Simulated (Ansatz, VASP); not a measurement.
**Si4N: VASP beside Ansatz**

```
Si N
1.0
     3.81552    0.00000    0.00000
    -1.90776    3.30433    0.00000
     0.00000    0.00000   28.98748
Si N
8 2
Cartesian
  1.9078 1.1014 4.0000
  0.0000 2.2029 4.7967
  0.0000 2.2029 7.1565
  1.9078 1.1014 7.9531
  1.9078 1.1014 10.3088
  0.0000 2.2029 11.0937
  0.0000 2.2029 13.5012
  1.9078 1.1014 14.1875
  1.2718 3.3043 17.8875
  1.2718 3.3043 18.9875
```

Alike in both runs: task single point; functional PBE; dispersion D3(BJ); k mesh 9 × 9 × 1; occupations gaussian, width 0.05 eV; no spin polarisation.

|  | VASP | Ansatz |
| --- | --- | --- |
| version | VASP 6.6.1 | Ansatz 0.2.0 |
| potentials or method | VASP PAW PBE potentials, release 64 (Si, N), cutoff 520 eV | scalar-relativistic, plane waves, PAW |
| valence electrons in the cell | 42 | 42 |

```tsv
	VASP	Ansatz	Ansatz less VASP
gap on the k mesh at the Fermi level (eV)	none	none	-
rms of the force components (eV/Å)	0.581	0.181	-0.4003
work function, face that differs most (eV)	4.78	4.77	-0.005
```

Atom by atom the forces differ by 0.465 eV/Å (rms over components). A gap of «none» marks a metal or a gap that the smearing closes. One of these differences is far larger than is usual between the two programs; its cause wasn't traced.

Noted on VASP's run: the standard files for N, O and F lose accuracy on very short bonds.
